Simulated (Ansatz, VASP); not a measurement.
**One calculation of NbSnSe4, two programs**

```
CELL_PARAMETERS angstrom
6.15875 0.00000 -0.05711
0.00000 7.97965 0.00000
-0.11903 0.00000 6.57960
ATOMIC_POSITIONS crystal
Nb 0.00000 0.17479 0.25000
Nb 0.00000 0.82521 0.75000
Sn 0.50000 0.31201 0.75000
Sn 0.50000 0.68799 0.25000
Se 0.74671 0.38403 0.10904
Se 0.25329 0.38403 0.39096
Se 0.21780 0.08422 0.93902
Se 0.78220 0.08422 0.56098
Se 0.74671 0.61597 0.60904
Se 0.25329 0.61597 0.89096
Se 0.21780 0.91578 0.43902
Se 0.78220 0.91578 0.06098
```

Alike in both runs: functional PBE; k mesh 2 × 2 × 2; occupations gaussian, width 0.15 eV; no spin polarisation.

Ansatz relaxed the structure, and its values are those at the end. VASP's run is a single point on that final structure, the one shown.

```csv
,VASP,Ansatz
version,VASP 6.6.1,Ansatz 0.2.0
potentials or method,"VASP PAW PBE potentials, release 64 (Nb_sv, Sn_d, Se), cutoff 500 eV","scalar-relativistic, plane waves, PAW"
valence electrons in the cell,102,182
```

|  | VASP | Ansatz | Ansatz less VASP |
| --- | --- | --- | --- |
| gap on the k mesh at the Fermi level (eV) | none | none | - |
| pressure (GPa) | 0.1 | 0.1 | +0.01 |
| rms of the force components (eV/Å) | 0.035 | 0.035 | +0.0003 |

A gap of «none» marks a metal or a gap that the smearing closes. VASP's potentials hold 102 valence electrons a cell and Ansatz's 182, so a difference there can come from the potentials and not from the codes.

The k mesh is coarse, so the values compare programs but aren't converged.
